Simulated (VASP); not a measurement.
# PbF2 (Fm-3m) in VASP: G0W0 quasiparticle levels with PBE

Aim: the G0W0 quasiparticle levels of PbF2 with PBE.

All numbers are computed with VASP 6.6.1; they aren't measurements. Logs are shortened: lines on timing, memory, paths and dates and some standing lists are left out, and cuts for length are marked.

## (1) The cell of the first run

It takes space group Fm-3m (No. 225, cubic). Conventional cell: a = 5.921 Å, b = 5.921 Å, c = 5.921 Å, α = 90.00°, β = 90.00°, γ = 90.00°. Within 3.4 Å of Pb (site symmetry m-3m) lie 8 F at 2.56 Å. Within 3.4 Å of F (site symmetry -43m) lie 4 Pb at 2.56 Å and 6 F at 2.96 Å.

## (2) G0W0 quasiparticle levels, PBE

Contents of POSCAR:

```
PbF2
1.0
    0.0000000000      2.9604390429      2.9604390429
    2.9604390429      0.0000000000      2.9604390429
    2.9604390429      2.9604390429      0.0000000000
Pb F
1 2
Direct
    0.0000000000      0.0000000000      0.0000000000
    0.2500000000      0.2500000000      0.2500000000
    0.7500000000      0.7500000000      0.7500000000
```

Contents of INCAR.step1:

```
SYSTEM = PbF2
PREC = Accurate
ENCUT = 500
EDIFF = 1E-8
ISMEAR = 0
SIGMA = 0.01
LREAL = .FALSE.
LASPH = .TRUE.
NELM = 80
ALGO = Normal
LWAVE = .TRUE.
LCHARG = .FALSE.
GGA = PE
```

Contents of INCAR.step2:

```
SYSTEM = PbF2
PREC = Accurate
ENCUT = 500
EDIFF = 1E-8
ISMEAR = 0
SIGMA = 0.01
LREAL = .FALSE.
LASPH = .TRUE.
NELM = 1
ALGO = Exact
LWAVE = .TRUE.
LCHARG = .FALSE.
GGA = PE
NBANDS = 45
LOPTICS = .TRUE.
ISTART = 1
```

Contents of INCAR.step3:

```
SYSTEM = PbF2
PREC = Accurate
ENCUT = 500
EDIFF = 1E-8
ISMEAR = 0
SIGMA = 0.01
LREAL = .FALSE.
LASPH = .TRUE.
ALGO = EVGW0
LWAVE = .FALSE.
LCHARG = .FALSE.
GGA = PE
NELMGW = 1
NBANDS = 45
ENCUTGW = 60
NOMEGA = 96
PRECFOCK = Fast
ISTART = 1
NBANDSGW = 23
OMEGAMAX = 30
```

Contents of KPOINTS:

```
Automatic mesh
0
G
  4 4 4
  0 0 0
```

Potentials or basis: VASP PAW PBE potentials, release 64 (Pb_d_GW, F_GW).

Run with:

```bash
cat potpaw_PBE.64/Pb_d_GW/POTCAR potpaw_PBE.64/F_GW/POTCAR > POTCAR
cp INCAR.step1 INCAR
mpirun -np 1 vasp_std > vasp.out
cp INCAR.step2 INCAR
mpirun -np 1 vasp_std > vasp.out
cp INCAR.step3 INCAR
mpirun -np 1 vasp_std > vasp.out
```

OUTCAR:

```text
SYSTEM = PbF2
   PREC = Accurate
   ENCUT = 500
   EDIFF = 1E-8
   ISMEAR = 0
   LREAL = .FALSE.
   LASPH = .TRUE.
   GGA = PE
   NELMGW = 1
   ENCUTGW = 60
   PRECFOCK = Fast
   ISTART = 1

 ion  position               nearest neighbor table
   1  0.000  0.000  0.000-
   2  0.250  0.250  0.250-
   3  0.750  0.750  0.750-

  LATTYP: Found a face centered cubic cell.
 ALAT       =     5.9208780858

  Lattice vectors:

 A1 = (   0.0000000000,   2.9604390429,   2.9604390429)
 A2 = (   2.9604390429,   0.0000000000,   2.9604390429)
 A3 = (   2.9604390429,   2.9604390429,   0.0000000000)

Analysis of symmetry for initial positions (statically):
=====================================================================
 Subroutine PRICEL returns:
 Original cell was already a primitive cell.

 Routine SETGRP: Setting up the symmetry group for a
 face centered cubic supercell.

 Subroutine GETGRP returns: Found 48 space group operations
 (whereof 48 operations were pure point group operations)
 out of a pool of 48 trial point group operations.

The static configuration has the point symmetry O_h .

Analysis of symmetry for dynamics (positions and initial velocities):
=====================================================================
 Subroutine PRICEL returns:
 Original cell was already a primitive cell.

 Routine SETGRP: Setting up the symmetry group for a
 face centered cubic supercell.

 Subroutine GETGRP returns: Found 48 space group operations
 (whereof 48 operations were pure point group operations)
 out of a pool of 48 trial point group operations.

The dynamic configuration has the point symmetry O_h .

 Subroutine INISYM returns: Found 48 space group operations
 (whereof 48 operations are pure point group operations),
 and found     1 'primitive' translations

----------------------------------------------------------------------------------------

                                     Primitive cell

  volume of cell :      51.8918

  direct lattice vectors                    reciprocal lattice vectors
     0.000000000  2.960439043  2.960439043    -0.168893868  0.168893868  0.168893868
     2.960439043  0.000000000  2.960439043     0.168893868 -0.168893868  0.168893868
     2.960439043  2.960439043  0.000000000     0.168893868  0.168893868 -0.168893868

  length of vectors
     4.186693045  4.186693045  4.186693045     0.292532760  0.292532760  0.292532760

  position of ions in fractional coordinates (direct lattice)
     0.000000000  0.000000000  0.000000000
     0.250000000  0.250000000  0.250000000
     0.750000000  0.750000000  0.750000000

  ion indices of the primitive-cell ions
   primitive index   ion index
                 1           1
                 2           2
                 3           3

----------------------------------------------------------------------------------------

 KPOINTS: Automatic mesh

Automatic generation of k-mesh.
 Grid dimensions read from file:
 generate k-points for:    4    4    4

 Generating k-lattice:

  Cartesian coordinates                     Fractional coordinates (reciprocal lattice)
    -0.042223467  0.042223467  0.042223467     0.250000000  0.000000000  0.000000000
     0.042223467 -0.042223467  0.042223467     0.000000000  0.250000000  0.000000000
     0.042223467  0.042223467 -0.042223467     0.000000000  0.000000000  0.250000000

  Length of vectors
     0.073133190  0.073133190  0.073133190

  Shift w.r.t. Gamma in fractional coordinates (k-lattice)
     0.000000000  0.000000000  0.000000000

 Subroutine IBZKPT returns following result:
 ===========================================

 Found      8 irreducible k-points:

 Following reciprocal coordinates:
            Coordinates               Weight
  0.000000  0.000000  0.000000      1.000000
  0.250000  0.000000  0.000000      8.000000
  0.500000  0.000000  0.000000      4.000000
  0.250000  0.250000  0.000000      6.000000
  0.500000  0.250000  0.000000     24.000000
 -0.250000  0.250000  0.000000     12.000000
  0.500000  0.500000  0.000000      3.000000
 -0.250000  0.500000  0.250000      6.000000
   k-points           NKPTS =      8   k-points in BZ     NKDIM =     64   number of bands    NBANDS=     45
   number of dos      NEDOS =    301   number of ions     NIONS =      3
   total plane-waves  NPLWV =  32768
   dimension x,y,z NGX =    32 NGY =   32 NGZ =   32
   dimension x,y,z NGXF=    64 NGYF=   64 NGZF=   64
   ions per type =               1   2
   NGX,Y,Z   is equivalent  to a cutoff of  12.71, 12.71, 12.71 a.u.
   NGXF,Y,Z  is equivalent  to a cutoff of  25.41, 25.41, 25.41 a.u.
 SYSTEM =  PbF2
   PREC   = accura    normal or accurate (medium, high low for compatibility)
   ISTART =      1    job   : 0-new  1-cont  2-samecut
   ICHARG =      0    charge: 1-file 2-atom 10-const
   ISPIN  =      1    spin polarized calculation?
   LNONCOLLINEAR =      F non collinear calculations
   LSORBIT =      F    spin-orbit coupling
   LASPH  =      T    aspherical Exc in radial PAW
   ENCUT  =  500.0 eV  36.75 Ry    6.06 a.u.   7.63  7.63  7.63*2*pi/ulx,y,z
   NELM   =     60;   NELMIN=  2; NELMDL=  0     # of ELM steps
   EDIFF  = 0.1E-07   stopping-criterion for ELM
   LREAL  =      F    real-space projection
   EDIFFG = 0.1E-06   stopping-criterion for IOM
   NSW    =      0    number of steps for IOM
   IBRION =     -1    ionic relax: 0-MD 1-quasi-New 2-CG
   NFREE  =      0    steps in history (QN), initial steepest desc. (CG)
   ISIF   =      0    stress and relaxation
   ISYM   =      3    0-nonsym 1-usesym 2-fastsym
   POTIM  = 0.5000    time-step for ionic-motion
   TEBEG  =    0.0;   TEEND  =   0.0 temperature during run
   PSTRESS=    0.0 pullay stress
   NELECT =      30.0000    total number of electrons
   NUPDOWN=      -1.0000    fix difference up-down
   EMIN   =  10.00;   EMAX   =-10.00  energy-range for DOS
   EFERMI =   0.00;   METHOD = LEGACY
   ISMEAR =     0;   SIGMA  =   0.01  broadening in eV -4-tet -1-fermi 0-gaus
   EFERMI_NEDOS =   21; number of points for ismear=-14 and -15
   IALGO  =     38    algorithm
   IMIX   =      4    mixing-type and parameters
     AMIX     =   0.40;   BMIX     =  1.00
     AMIX_MAG =   1.60;   BMIX_MAG =  1.00
  volume/ion in A,a.u.               =      17.30       116.73
  Fermi-wavevector in a.u.,A,eV,Ry     =   1.363795  2.577199 25.305980  1.859937
  Thomas-Fermi vector in A             =   2.490167
   LORBIT       =      0    0 simple, 1 ext, 2 COOP (PROOUT), +10 PAW based schemes
   GGA     = PE    functional components
   LHFCALC =     T    Hartree Fock is set to
   PRECFOCK=fast      Normal, Fast or Accurate (Low or Medium for compatibility)
   ENCUT4O =  -1.0   cutoff for four orbital integrals eV
   NKREDX  =     1    reduce k-point grid by
   NKREDY  =     1    reduce k-point grid by
   NKREDZ  =     1    reduce k-point grid by
   AEXX    =    1.0000 exact exchange contribution
   HFSCREEN=    0.0000 screening length (either q_TF or 0.3 A-1)
   HFSCREENC=   0.0000 screening length for correlation (either q_TF or 0.3 A-1)
   ENCUTFOCK=  -1.0 apply spherical cutoff to Coloumb kernel
   IVDW    =     0    specifies the selected vdW correction
   LEPSILON=     F    determine dielectric tensor
   LRPA    =     F    only Hartree local field effects (RPA)
   LRPAFORCE           =     F    calculate RPA forces
   ENCUTGW             =  60.0    cutoff for response function in eV
   ENCUTGWSOFT         =  48.0    soft cutoff for Coulomb kernel in GW response function in eV
   ENCUTLF             =  -1.0    cutoff for local field effects
   NELMGW              =     1    number of iterations in solving QP/BSE equation
   NELMHF              =     1    number of iterations in the inner HF iteration
   NKREDLFX            =     1    NKREDLFY  =   1   NKREDLFZ  =   1
 non-spin polarized calculation
 Gauss-broadening in eV      SIGMA  =   0.01
  energy-cutoff  :      500.00
  volume of cell :       51.89
 maximum number of plane-waves:      1363
 NGX is ok and might be reduce to    32
  NGX = 18; NGY = 18; NGZ = 18
   NGX = 15   NGY = 15   NGZ = 15
 maximum number of plane-waves:        59
 NGX is ok and might be reduce to    14

 QP shifts <psi_nk| G(iteration)W_0 |psi_nk>: iteration 1
 for sc-GW calculations column KS-energies equals QP-energies in previous step
 and V_xc(KS)=  KS-energies - (<T + V_ion + V_H > + <T+V_H+V_ion>^1  + <V_x>^1)

 k-point   1 :       0.0000    0.0000    0.0000
  band No.  KS-energies  QP-energies   sigma(KS)   V_xc(KS)     V^pw_x(r,r')   Z            occupation Imag(sigma)

      1    -136.8175    -164.4953     -30.4163       5.4410     -36.1828       0.7719       2.0000       0.1227
      2     -20.9331     -24.6097     -27.6230     -22.3087     -36.3574       0.6919       2.0000       1.1745
      3     -20.3079     -23.9001     -28.5885     -23.3178     -37.3642       0.6815       2.0000       1.0459
      4     -14.2030     -23.0421     -20.8867      -9.9213     -25.3655       0.8061       2.0000       0.2344
      5     -14.2030     -23.0421     -20.8867      -9.9213     -25.3655       0.8061       2.0000       0.2344
      6     -14.2030     -23.0421     -20.8867      -9.9213     -25.3655       0.8061       2.0000       0.2344
[... 15 lines left out ...]
     22      17.7342      19.0990     -10.5597     -12.1426      -6.2150       0.8622       0.0000      -0.7608
     23      17.7342      19.0990     -10.5597     -12.1426      -6.2150       0.8622       0.0000      -0.7608

 k-point   2 :       0.2500    0.0000    0.0000
  band No.  KS-energies  QP-energies   sigma(KS)   V_xc(KS)     V^pw_x(r,r')   Z            occupation Imag(sigma)

      1    -136.8173    -164.6113     -30.4163       5.4424     -36.1828       0.7751       2.0000       0.1227
      2     -20.8218     -24.5038     -27.7932     -22.4870     -36.5440       0.6939       2.0000       1.1621
      3     -20.4043     -24.0151     -28.4049     -23.1126     -37.1759       0.6823       2.0000       1.0652
      4     -14.1867     -23.0415     -20.9013      -9.9056     -25.3519       0.8053       2.0000       0.2110
      5     -14.1867     -23.0415     -20.9013      -9.9056     -25.3519       0.8053       2.0000       0.2110
      6     -14.1384     -22.9318     -20.9210      -9.8489     -25.2878       0.7942       2.0000       0.1265
[... 15 lines left out ...]
     22      15.8866      16.8279      -7.7142      -8.8444      -3.8475       0.8329       0.0000      -0.3785
     23      17.8686      19.2429      -9.6427     -11.2884      -5.4493       0.8350       0.0000      -0.5821

 k-point   3 :       0.5000    0.0000    0.0000
  band No.  KS-energies  QP-energies   sigma(KS)   V_xc(KS)     V^pw_x(r,r')   Z            occupation Imag(sigma)

      1    -136.8171    -164.8834     -30.4163       5.4437     -36.1827       0.7827       2.0000       0.1227
      2     -20.6398     -24.2854     -28.0075     -22.6806     -36.7602       0.6844       2.0000       1.1079
      3     -20.5673     -24.2245     -28.1969     -22.9223     -36.9860       0.6934       2.0000       1.1196
      4     -14.1863     -23.0349     -20.8945      -9.8839     -25.3109       0.8036       2.0000       0.1774
      5     -14.1863     -23.0349     -20.8945      -9.8839     -25.3109       0.8036       2.0000       0.1774
      6     -14.1161     -22.9457     -20.9476      -9.8649     -25.3414       0.7967       2.0000       0.1487
[... 15 lines left out ...]
     22      14.4681      15.2599      -8.3618      -9.3115      -4.4583       0.8337       0.0000      -0.3883
     23      18.2389      19.8127      -7.5386      -9.4400      -3.7021       0.8277       0.0000      -0.2854
[... 85 lines left out ...]
      1    -136.8171    -164.8991     -30.4163       5.4440     -36.1827       0.7831       2.0000       0.1227
      2     -20.6472     -24.3450     -28.0896     -22.8104     -36.8808       0.7005       2.0000       1.1415
      3     -20.5396     -24.1596     -28.1427     -22.8131     -36.9065       0.6792       2.0000       1.0816
      4     -14.1816     -22.8878     -20.8532      -9.8349     -25.2168       0.7902       2.0000       0.1232
      5     -14.1196     -22.9548     -20.9477      -9.8444     -25.2945       0.7957       2.0000       0.1357
      6     -14.1128     -23.0158     -20.9720      -9.8997     -25.4149       0.8041       2.0000       0.1934
[... 15 lines left out ...]
     22      17.4879      18.6451      -6.7389      -8.1287      -3.0005       0.8326       0.0000      -0.2973
     23      17.4879      18.6451      -6.7389      -8.1287      -3.0005       0.8326       0.0000      -0.2973

 k-point   8 :      -0.2500    0.5000    0.2500
  band No.  KS-energies  QP-energies   sigma(KS)   V_xc(KS)     V^pw_x(r,r')   Z            occupation Imag(sigma)

      1    -136.8172    -164.8515     -30.4163       5.4433     -36.1827       0.7818       2.0000       0.1227
      2     -20.5946     -24.2513     -28.1160     -22.8131     -36.8945       0.6896       2.0000       1.1113
      3     -20.5946     -24.2513     -28.1160     -22.8131     -36.8945       0.6896       2.0000       1.1113
      4     -14.1656     -22.9174     -20.8801      -9.8369     -25.2373       0.7925       2.0000       0.1272
      5     -14.1344     -22.9275     -20.9199      -9.8427     -25.2771       0.7938       2.0000       0.1283
      6     -14.1128     -23.0382     -20.9734      -9.8996     -25.4150       0.8060       2.0000       0.1934
[... 15 lines left out ...]
     22      16.3827      17.6088      -8.1410      -9.6064      -4.2409       0.8366       0.0000      -0.3664
     23      18.6261      19.8324      -6.9615      -8.3638      -3.1922       0.8603       0.0000      -0.4559
```

It took 3.8 min on 1 thread of Intel Xeon Platinum 8259CL at 2.50GHz (Skylake/Cascade Lake), shared host; peak memory 0.57 GiB.

Results:

- Quasiparticle gap: 6.44 eV
- Least direct quasiparticle gap: 6.67 eV
- Band gap of the starting levels on the mesh: 4.42 eV
- Least direct gap of the starting levels on the mesh: 4.57 eV

Caveat: the k points lie up to 0.46 Å⁻¹ apart; bands, screening cutoff and mesh are small and nothing is extrapolated, so the quasiparticle values aren't converged; the structure was generated, so it needn't be the stable form of PbF2; spin-orbit coupling is left out, which moves the levels of the heavy elements.
